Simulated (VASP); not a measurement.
# Sb (R-3m) in VASP: a series of runs

Sb is run at these levels: PBE; tasks: single point.

Everything below comes from runs of VASP 6.6.1. Logs are shortened: lines on timing, memory, paths and dates and some standing lists are left out, and cuts for length are marked.

## 1. The cell of the first run

It takes space group R-3m (No. 166, trigonal). The conventional cell has a = 4.308 Å, b = 4.308 Å, c = 11.274 Å, α = 90.00°, β = 90.00°, γ = 120.00°. Within 3.8 Å of Sb (site symmetry 3m) lie 6 Sb at 2.91 to 3.35 Å.

## 2. Single point, PBE

INCAR

```
ALGO = Normal ; EDIFF = 1E-6
ENCUT = 520 ; GGA = PE
ISIF = 2 ; ISMEAR = 0
LASPH = T ; LCHARG = T
LELF = T ; LREAL = F
LVHAR = T ; LWAVE = F
NBANDS = 12 ; NELM = 80
PREC = Accurate ; SIGMA = 0.020999999999999998
```

KPOINTS

```
k-points
0
Gamma
  8 8 8
```

POSCAR

```
Sb
1.0
    2.1542000000      1.2437279499      3.7580000000
   -2.1542000000      1.2437279499      3.7580000000
    0.0000000000     -2.4874558998      3.7580000000
Sb
2
Direct
    0.7665100000      0.7665100000      0.7665100000
    0.2334900000      0.2334900000      0.2334900000
```

Potentials or basis: VASP PAW PBE potentials, release 64 (Sb).

Launch:

```console
$ cat potpaw_PBE.64/Sb/POTCAR > POTCAR
$ mpirun -np 1 vasp_std > vasp.out
```

OUTCAR:

```text
EDIFF = 1E-6
   ENCUT = 520
   GGA = PE
   ISIF = 2
   ISMEAR = 0
   LASPH = T
   LREAL = F
   NELM = 80
   PREC = Accurate

 ion  position               nearest neighbor table
   1  0.767  0.767  0.767-   2 2.91   2 2.91   2 2.91   2 3.35   2 3.35   2 3.35
   2  0.233  0.233  0.233-   1 2.91   1 2.91   1 2.91   1 3.35   1 3.35   1 3.35

  LATTYP: Found a trigonal (rhomboedric) cell.
 ALAT       =     4.5066618304
 COS(alpha) =     0.5430253624

  Lattice vectors:

 A1 = (   2.1542000000,   1.2437279499,   3.7580000000)
 A2 = (  -2.1542000000,   1.2437279499,   3.7580000000)
 A3 = (   0.0000000000,  -2.4874558998,   3.7580000000)

Analysis of symmetry for initial positions (statically):
=====================================================================
 Subroutine PRICEL returns:
 Original cell was already a primitive cell.

 Routine SETGRP: Setting up the symmetry group for a
 trigonal (rhombohedral) supercell.

 Subroutine GETGRP returns: Found 12 space group operations
 (whereof 12 operations were pure point group operations)
 out of a pool of 12 trial point group operations.

The static configuration has the point symmetry D_3d.

Analysis of symmetry for dynamics (positions and initial velocities):
=====================================================================
 Subroutine PRICEL returns:
 Original cell was already a primitive cell.

 Routine SETGRP: Setting up the symmetry group for a
 trigonal (rhombohedral) supercell.

 Subroutine GETGRP returns: Found 12 space group operations
 (whereof 12 operations were pure point group operations)
 out of a pool of 12 trial point group operations.

The dynamic configuration has the point symmetry D_3d.

 Subroutine INISYM returns: Found 12 space group operations
 (whereof 12 operations are pure point group operations),
 and found     1 'primitive' translations

----------------------------------------------------------------------------------------

                                     Primitive cell

  volume of cell :      60.4115

  direct lattice vectors                    reciprocal lattice vectors
     2.154200000  1.243727950  3.758000000     0.232104726  0.134005726  0.088699663
    -2.154200000  1.243727950  3.758000000    -0.232104726  0.134005726  0.088699663
     0.000000000 -2.487455900  3.758000000     0.000000000 -0.268011452  0.088699663

  length of vectors
     4.506661830  4.506661830  4.506661830     0.282307932  0.282307932  0.282307932

  position of ions in fractional coordinates (direct lattice)
     0.766510000  0.766510000  0.766510000
     0.233490000  0.233490000  0.233490000

  ion indices of the primitive-cell ions
   primitive index   ion index
                 1           1
                 2           2

----------------------------------------------------------------------------------------

 KPOINTS: k-points

Automatic generation of k-mesh.
 Grid dimensions read from file:
 generate k-points for:    8    8    8

 Generating k-lattice:

  Cartesian coordinates                     Fractional coordinates (reciprocal lattice)
     0.029013091  0.016750716  0.011087458     0.125000000  0.000000000  0.000000000
    -0.029013091  0.016750716  0.011087458     0.000000000  0.125000000  0.000000000
     0.000000000 -0.033501431  0.011087458     0.000000000  0.000000000  0.125000000

  Length of vectors
     0.035288491  0.035288491  0.035288491

  Shift w.r.t. Gamma in fractional coordinates (k-lattice)
     0.000000000  0.000000000  0.000000000

 Subroutine IBZKPT returns following result:
 ===========================================

 Found     65 irreducible k-points:

 Following reciprocal coordinates:
            Coordinates               Weight
  0.000000  0.000000  0.000000      1.000000
  0.125000 -0.000000  0.000000      6.000000
  0.250000 -0.000000  0.000000      6.000000
  0.375000 -0.000000 -0.000000      6.000000
  0.500000 -0.000000  0.000000      3.000000
  0.125000  0.125000  0.000000      6.000000
[... 16 lines left out ...]
  0.250000  0.125000  0.125000      6.000000
  0.375000  0.125000  0.125000      6.000000
 [... further k-points ...]
   k-points           NKPTS =     65   k-points in BZ     NKDIM =     65   number of bands    NBANDS=     12
   number of dos      NEDOS =    301   number of ions     NIONS =      2
   total plane-waves  NPLWV =  46656
   dimension x,y,z NGX =    36 NGY =   36 NGZ =   36
   dimension x,y,z NGXF=    72 NGYF=   72 NGZF=   72
   ions per type =               2
   NGX,Y,Z   is equivalent  to a cutoff of  13.28, 13.28, 13.28 a.u.
   NGXF,Y,Z  is equivalent  to a cutoff of  26.56, 26.56, 26.56 a.u.
 SYSTEM =  unknown system
   PREC   = accura    normal or accurate (medium, high low for compatibility)
   ISTART =      0    job   : 0-new  1-cont  2-samecut
   ICHARG =      2    charge: 1-file 2-atom 10-const
   ISPIN  =      1    spin polarized calculation?
   LNONCOLLINEAR =      F non collinear calculations
   LSORBIT =      F    spin-orbit coupling
   LASPH  =      T    aspherical Exc in radial PAW
   ENCUT  =  520.0 eV  38.22 Ry    6.18 a.u.   8.38  8.38  8.38*2*pi/ulx,y,z
   NELM   =     80;   NELMIN=  2; NELMDL= -5     # of ELM steps
   EDIFF  = 0.1E-05   stopping-criterion for ELM
   LREAL  =      F    real-space projection
   EDIFFG = 0.1E-04   stopping-criterion for IOM
   NSW    =      0    number of steps for IOM
   IBRION =     -1    ionic relax: 0-MD 1-quasi-New 2-CG
   NFREE  =      0    steps in history (QN), initial steepest desc. (CG)
   ISIF   =      2    stress and relaxation
   ISYM   =      2    0-nonsym 1-usesym 2-fastsym
   POTIM  = 0.5000    time-step for ionic-motion
   TEBEG  =    0.0;   TEEND  =   0.0 temperature during run
   PSTRESS=    0.0 pullay stress
   NELECT =      10.0000    total number of electrons
   NUPDOWN=      -1.0000    fix difference up-down
   EMIN   =  10.00;   EMAX   =-10.00  energy-range for DOS
   EFERMI =   0.00;   METHOD = LEGACY
   ISMEAR =     0;   SIGMA  =   0.02  broadening in eV -4-tet -1-fermi 0-gaus
   EFERMI_NEDOS =   21; number of points for ismear=-14 and -15
   IALGO  =     38    algorithm
   IMIX   =      4    mixing-type and parameters
     AMIX     =   0.40;   BMIX     =  1.00
     AMIX_MAG =   1.60;   BMIX_MAG =  1.00
  volume/ion in A,a.u.               =      30.21       203.84
  Fermi-wavevector in a.u.,A,eV,Ry     =   0.898880  1.698637 10.993305  0.807985
  Thomas-Fermi vector in A             =   2.021644
   LORBIT       =      0    0 simple, 1 ext, 2 COOP (PROOUT), +10 PAW based schemes
   GGA     = PE    functional components
   LHFCALC =     F    Hartree Fock is set to
   AEXX    =    0.0000 exact exchange contribution
   IVDW    =     0    specifies the selected vdW correction
   LEPSILON=     F    determine dielectric tensor
   LRPA    =     F    only Hartree local field effects (RPA)
 non-spin polarized calculation
 Gauss-broadening in eV      SIGMA  =   0.02
  energy-cutoff  :      520.00
  volume of cell :       60.41
 maximum number of plane-waves:      1638
 NGX is ok and might be reduce to    36
   NGX = 17   NGY = 17   NGZ = 17

 number of electron      10.0000000 magnetization

 Free energy of the ion-electron system (eV)
  ---------------------------------------------------
  ext. energy  EPLUGINS =         0.00000000
  ---------------------------------------------------
  free energy    TOTEN  =        -8.25622868 eV

  energy without entropy =       -8.25608275  energy(sigma->0) =       -8.25615572

 E-fermi :   7.3787     XC(G=0):  -9.5309

 val. band max:        7.3784985915   @ k =   0.3750   0.1250   0.1250
 cond. band min:       7.4201577188   @ k =   0.5000   0.5000   0.5000
 fundamental gap:      0.0416591273
 Fermi energy:         7.3786997084

 k-point     1 :       0.0000    0.0000    0.0000
  band No.  band energies     occupation
      1      -5.4388      2.00000
      2       2.4906      2.00000
      3       5.2199      2.00000
      4       5.4838      2.00000
      5       5.4838      2.00000
      6       9.3485      0.00000
      7       9.9804      0.00000
      8       9.9804      0.00000
      9      12.3692      0.00000
     10      12.3692      0.00000
     11      12.5295      0.00000
     12      13.8743      0.00000

 k-point     2 :       0.1250   -0.0000    0.0000
  band No.  band energies     occupation
      1      -5.2663      2.00000
      2       1.7590      2.00000
      3       5.2595      2.00000
      4       5.4428      2.00000
      5       5.7599      2.00000
      6       9.2441      0.00000
      7       9.5455      0.00000
      8       9.5844      0.00000
      9      11.8396      0.00000
     10      12.2839      0.00000
     11      12.4591      0.00000
     12      14.9617      0.00000

 k-point     3 :       0.2500   -0.0000    0.0000
  band No.  band energies     occupation
      1      -4.7540      2.00000
      2       0.2941      2.00000
      3       5.2779      2.00000
      4       5.3707      2.00000
      5       6.2098      2.00000
      6       8.5409      0.00000
      7       8.6642      0.00000
      8       8.7500      0.00000
      9      12.1975      0.00000
     10      12.7838      0.00000
     11      13.2938      0.00000
     12      17.0545      0.00000
[... 286 lines left out ...]
 k-point    23 :       0.2500    0.1250    0.1250
  band No.  band energies     occupation
      1      -5.0348      2.00000
      2       0.9447      2.00000
      3       4.5061      2.00000
      4       5.8263      2.00000
      5       6.7335      2.00000
      6       8.4458      0.00000
      7       8.5073      0.00000
      8      10.2484      0.00000
      9      12.0464      0.00000
     10      12.5180      0.00000
     11      13.3366      0.00000
     12      14.7294      0.00000

 k-point    24 :       0.3750    0.1250    0.1250
  band No.  band energies     occupation
      1      -4.4406      2.00000
      2      -0.2524      2.00000
      3       3.9129      2.00000
      4       5.7469      2.00000
      5       7.3785      1.01081
      6       7.4743      0.00000
      7       7.9573      0.00000
      8      10.3281      0.00000
      9      12.2793      0.00000
     10      13.2346      0.00000
     11      14.4675      0.00000
     12      16.2170      0.00000

 [... further k-points ...]
[... 5 lines left out ...]
  --------------------------------------------------------------------------------------
  -------------------------------------------------------------------------------------
  Total        1.1406641      1.1406641      0.8597205      0.0000000      0.0000000      0.0000000
  in kB       30.2516397     30.2516397     22.8007128      0.0000000      0.0000000      0.0000000
  external PRESSURE =      27.7679974 kB  Pullay stress =       0.0000000 kB

 VOLUME and BASIS-vectors are now :
 -----------------------------------------------------------------------------
  energy-cutoff  :      520.00
  volume of cell :       60.41
      direct lattice vectors                 reciprocal lattice vectors
     2.154200000  1.243727950  3.758000000     0.232104726  0.134005726  0.088699663
    -2.154200000  1.243727950  3.758000000    -0.232104726  0.134005726  0.088699663
     0.000000000 -2.487455900  3.758000000     0.000000000 -0.268011452  0.088699663

 POSITION                                       TOTAL-FORCE (eV/Angst)
 -----------------------------------------------------------------------------------
      0.00000      0.00000      8.64163         0.000000      0.000000     -0.184790
      0.00000      0.00000      2.63237         0.000000     -0.000000      0.184790
 -----------------------------------------------------------------------------------
    total drift:                                0.000000     -0.000000     -0.000000

  FREE ENERGIE OF THE ION-ELECTRON SYSTEM (eV)
  ---------------------------------------------------
  free  energy   TOTEN  =        -8.2562286821 eV

  energy  without entropy=       -8.2560827537  energy(sigma->0) =       -8.25615572
```

Run time: 37 s. Hardware: 1 thread of Intel Xeon Platinum 8488C (Sapphire Rapids), shared host; peak memory 0.21 GiB.

What came out:

- Free energy: -8.2562 eV
- Pressure: 2.8 GPa
- Largest force: 0.185 eV/Å
- Band gap on the k mesh: zero (band 5 reaches 7.38 eV, above the bottom of band 6 at 7.08 eV)

Forces on the atoms (eV/Å):
```
Sb   0.000  0.000 -0.185
Sb   0.000  0.000  0.185
```

Levels at points of the mesh, in eV from the Fermi level:
| k point | band 2 | band 3 | band 4 | band 5 | band 6 | band 7 | band 8 | band 9 |
| --- | --- | --- | --- | --- | --- | --- | --- | --- |
| (0.00, 0.00, 0.00) | -4.89 | -2.16 | -1.89 | -1.89 | 1.97 | 2.60 | 2.60 | 4.99 |
| (0.50, 0.00, 0.00) | -9.73 | -2.04 | -1.92 | -0.38 | -0.30 | 0.10 | 0.41 | 7.47 |
| (0.50, 0.50, 0.00) | -8.10 | -5.53 | -3.85 | -3.76 | 1.43 | 4.85 | 5.43 | 6.85 |
| (0.50, 0.50, 0.50) | -9.07 | -1.41 | -1.41 | -0.57 | 0.04 | 0.04 | 1.04 | 6.90 |

Caveat: spin-orbit coupling is left out, which moves the levels of the heavy elements.

## 3. Single point, PBE

INCAR

```
SYSTEM = Sb
ALGO = Normal
EDIFF = 1E-7
ENCUT = 520
GGA = PE
ISIF = 2
ISMEAR = 0
LASPH = .TRUE.
LCHARG = .FALSE.
LREAL = .FALSE.
LWAVE = .FALSE.
NBANDS = 12
NELM = 80
PREC = Accurate
SIGMA = 0.015
```

KPOINTS

```
k-points
0
G
  8 8 8
  0 0 0
```

POSCAR is that of step 2.

Potentials or basis: VASP PAW PBE potentials, release 64 (Sb).

Launch:

```console
$ cat potpaw_PBE.64/Sb/POTCAR > POTCAR
$ mpirun -np 1 vasp_std > vasp.out
```

It took 32 s on 1 thread of Intel Xeon Platinum 8488C (Sapphire Rapids), shared host; peak memory 0.21 GiB.

The run converged. Its results:

* Free energy: -8.2562 eV
* Pressure: 2.8 GPa
* Largest force: 0.185 eV/Å
* Band gap on the k mesh: zero (band 5 reaches 7.38 eV, above the bottom of band 6 at 7.08 eV)

Forces on the atoms (eV/Å):
```
Sb   0.000  0.000 -0.185
Sb   0.000  0.000  0.185
```

Stress tensor (GPa, compression positive):
```
3.02 0.00 0.00
0.00 3.02 0.00
0.00 0.00 2.28
```

Levels at points of the mesh, in eV from the Fermi level:
| k point | band 2 | band 3 | band 4 | band 5 | band 6 | band 7 | band 8 | band 9 |
| --- | --- | --- | --- | --- | --- | --- | --- | --- |
| (0.00, 0.00, 0.00) | -4.89 | -2.16 | -1.89 | -1.89 | 1.97 | 2.60 | 2.60 | 4.99 |
| (0.50, 0.00, 0.00) | -9.73 | -2.04 | -1.92 | -0.38 | -0.30 | 0.10 | 0.41 | 7.47 |
| (0.50, 0.50, 0.00) | -8.10 | -5.53 | -3.85 | -3.76 | 1.43 | 4.85 | 5.43 | 6.85 |
| (0.50, 0.50, 0.50) | -9.07 | -1.41 | -1.41 | -0.57 | 0.04 | 0.04 | 1.04 | 6.90 |

Caveat: spin-orbit coupling is left out, which moves the levels of the heavy elements.
